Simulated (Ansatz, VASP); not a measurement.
# WS2 in VASP and in Ansatz

POSCAR

```
WS2
1.0
    3.2287644061      0.0000000000      0.0000000000
   -1.6143822031      2.7961919985      0.0000000000
    0.0000000000      0.0000000000      5.9936451124
W S
1 2
Direct
    0.0000000000      0.0000000000      0.0000000000
    0.3333333333      0.6666666667      0.2566832689
    0.6666666667      0.3333333333      0.7433167311
```

Contents of INCAR.step1:

```
  ALGO = Normal
  EDIFF = 1E-5
  ENCUT = 520
  GGA = PE
  ISIF = 2
  ISMEAR = -1
  LASPH = T
  LCHARG = F
  LREAL = F
  LWAVE = T
  NBANDS = 20
  NELM = 80
  PREC = Accurate
  SIGMA = 0.02
```

Contents of INCAR.step2:

```
  ALGO = Normal
  EDIFF = 1E-7
  ENCUT = 520
  GGA = PE
  HFSCREEN = 0.2079
  ISIF = 2
  ISMEAR = -1
  ISTART = 1
  LASPH = T
  LCHARG = F
  LHFCALC = T
  LREAL = F
  LWAVE = F
  NBANDS = 20
  NELM = 80
  PREC = Accurate
  PRECFOCK = Normal
  SIGMA = 0.02
```

KPOINTS

```
k-points
0
Gamma
  3 3 3
```

Input for Ansatz:

```yaml
crystal:
  lattice:
    - [3.2287644061, 0.0, 0.0]
    - [-1.6143822031, 2.7961919985, 0.0]
    - [0.0, 0.0, 5.9936451124]
  atoms:
    - { symbol: W, position: [0.0, 0.0, 0.0] }
    - { symbol: S, position: [0.3333333333, 0.6666666667, 0.2566832689] }
    - { symbol: S, position: [0.6666666667, 0.3333333333, 0.7433167311] }
kpoints:
  mp_grid: { grid: [3, 3, 3] }
hamiltonian:
  xc: hse06
scf:
  occupations: { method: fermi_dirac, width: 0.02 }
  n_extra_bands: 4
output:
  forces: true
  stress: true
  eigenvalues: true
```

Alike in both runs: task single point; functional HSE06; k mesh 3 × 3 × 3; occupations fermi-dirac, width 0.02 eV; no spin polarisation.

```csv
,VASP,Ansatz
version,VASP 6.6.1,Ansatz 0.2.0
potentials or method,"VASP PAW PBE potentials, release 64 (W_sv, S)",plane waves
plane-wave cutoff (eV),520,420
valence electrons in the cell,26,26
```

```tsv
	VASP	Ansatz	Ansatz less VASP
pressure (GPa)	-1.4	-0.6	+0.76
traceless stress, the component that is largest in VASP (GPa)	-0.38	-0.54	-0.156
rms of the force components (eV/Å)	0.354	0.328	-0.0259
```

Atom by atom the forces differ by 0.026 eV/Å (rms over components). Ansatz's warnings: filled band counts differ across k points, stress exchange threshold loose, stress scf threshold loose.

The k mesh is coarse, so the values compare programs but aren't converged. Spin-orbit coupling is off throughout.
